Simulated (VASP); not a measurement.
**CuMoH6: single point with PBE**

CuMoH6:

```
Cu H Mo
1.0
     4.43987    0.00000    0.00000
     0.00000    4.43987    0.00000
     0.00000    0.00000    4.43987
Cu H Mo
1 6 1
Direct
  0.50000 0.50000 0.50000
  0.90115 0.50000 0.50000
  0.09885 0.50000 0.50000
  0.50000 0.90115 0.50000
  0.50000 0.09885 0.50000
  0.50000 0.50000 0.90115
  0.50000 0.50000 0.09885
  0.00000 0.00000 0.00000
```

The cell was generated, and may not be a known phase.

- Program: VASP 6.6.1
- Task: single point
- Functional: PBE
- Potentials or basis: VASP PAW PBE potentials, release 64 (Cu, H, Mo_sv)
- Cutoff: 520 eV
- k mesh: 8 × 8 × 8
- Occupations: gaussian, width 0.1 eV
- Spin: collinear spin
- Starting moments: [0.0, 0.0, 0.0, 0.0, 0.0, 0.0, 0.0, 4.6] μB

| Property | Result |
| --- | --- |
| Pressure | -0.2 GPa |
| Largest force | 0.043 eV/Å |
| Net moment | 5.61 μB per cell |
| Site moments | Cu +0.06; H +0.01; Mo +4.15 μB |
| Valence electrons inside the program's atomic spheres | Cu 9.99; H 0.56; Mo 12.16 |

Forces in eV/Å, atoms in the order of the input:
```
Cu   0.000  0.000  0.000
H    0.043  0.000  0.000
H   -0.043  0.000  0.000
H    0.000  0.043  0.000
H    0.000 -0.043  0.000
H    0.000  0.000  0.043
H    0.000  0.000 -0.043
Mo   0.000  0.000  0.000
```

Levels at points of the mesh, in eV from the Fermi level:
Spin up:
| k point | band 15 | band 16 | band 17 | band 18 | band 19 | band 20 | band 21 | band 22 |
| --- | --- | --- | --- | --- | --- | --- | --- | --- |
| (0.00, 0.00, 0.00) | -0.95 | -0.95 | -0.95 | 0.22 | 0.32 | 0.32 | 0.32 | 5.93 |
| (0.50, 0.00, 0.00) | -1.57 | -0.98 | -0.96 | -0.31 | 1.82 | 1.82 | 2.11 | 4.33 |
| (0.50, 0.50, 0.00) | -1.17 | -0.74 | -0.71 | 0.05 | 0.06 | 1.46 | 2.65 | 2.65 |
| (0.50, 0.50, 0.50) | -0.80 | -0.80 | -0.72 | -0.72 | 1.10 | 1.34 | 1.34 | 1.34 |
Spin down:
```csv
k point,band 11,band 12,band 13,band 14,band 15,band 16
"(0.00, 0.00, 0.00)",-2.00,-2.00,0.59,0.59,0.59,1.82
"(0.50, 0.00, 0.00)",-3.21,-1.95,0.39,0.39,1.28,1.37
"(0.50, 0.50, 0.00)",-3.28,-3.28,0.10,0.51,1.51,1.82
"(0.50, 0.50, 0.50)",-3.35,-3.35,-3.35,2.31,2.31,2.31
```

It took 3.3 min on 1 thread of Oxide Virtual Turin-like Processor (shared host), peak memory 0.3 GiB.
